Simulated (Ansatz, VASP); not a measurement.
# HfB in VASP and in Ansatz

```
Hf B
1.0
     0.00000    2.31000    2.12520
     2.31000    0.00000    2.12520
     2.31000    2.31000    0.00000
Hf B
1 1
Direct
  0.50000 0.50000 0.50000
  0.00000 0.00000 0.00000
```

Change from the starting cell: strain +0.000 along x and y, -0.080 along z, atoms carried along.

Alike in both runs: task single point; functional PBEsol; k mesh 18 × 18 × 18; occupations gaussian, width 0.15 eV; no spin polarisation.

|  | VASP | Ansatz |
| --- | --- | --- |
| version | VASP 6.6.1 | Ansatz 0.2.0 |
| potentials or method | VASP PAW PBE potentials, release 64 (Hf_pv, B), cutoff 520 eV | scalar-relativistic, plane waves, PAW |
| valence electrons in the cell | 13 | 29 |

|  | VASP | Ansatz | Ansatz less VASP |
| --- | --- | --- | --- |
| gap on the k mesh at the Fermi level (eV) | none | none | - |
| pressure (GPa) | 52.7 | 50.8 | -1.94 |
| traceless stress, the component that is largest in VASP (GPa) | 35.68 | 35.22 | -0.460 |

VASP's potentials were made for PBE, not for PBEsol. A gap of «none» marks a metal or a gap that the smearing closes. Both programs put the cell under a high pressure, so it lies far from rest at this level. VASP's potentials hold 13 valence electrons a cell and Ansatz's 29, so a difference there can come from the potentials and not from the codes.

Spin-orbit coupling is off throughout.
